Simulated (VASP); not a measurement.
Runs of VASP 6.6.1 on SnCl. The structure is that of space group Pmmm (No. 47), or close to it. The cells are those of the table. 

```csv
task,cell,k mesh,cutoff (eV),gap on the mesh (eV),pressure (GPa),relaxed volume (Å³/atom)
single point,"a = 3.347, b = 3.644, c = 4.636 Å, 2 atoms",8 × 4 × 4,520,none,(b),-
relaxation of cell and atoms,"relaxed from a = 2.389, b = 4.444, c = 5.859 Å, 2 atoms",8 × 4 × 4,600,none,0.1,28.15
relaxation of cell and atoms,"relaxed from a = 3.347, b = 3.644, c = 4.636 Å, 2 atoms",6 × 6 × 4,600,none,0.0,27.95
single point,"a = 3.386, b = 3.499, c = 4.755 Å, 2 atoms",6 × 6 × 4,520,none,(a),-
single point,"a = 2.389, b = 4.444, c = 5.859 Å, 2 atoms",8 × 4 × 4,520,none,8.7,-
```

Alike in all rows: level PBE; potentials or basis VASP PAW PBE potentials, release 64 (Sn_d, Cl); no spin polarisation; smearing gaussian 0.1 eV.

Problem. Estimate the missing entries.

Solution. (a) -0.2; (b) -0.1.

Caveats: some runs use coarse meshes; spin-orbit coupling is left out, which moves the levels of the heavy elements; an odd number of electrons without spin polarisation forces a metal; a magnetic or distorted state may lie lower.

A k mesh can miss the band edges, and the runs leave out spin-orbit coupling on Sn.

A gap of «none» marks levels without a gap at the run's occupations.
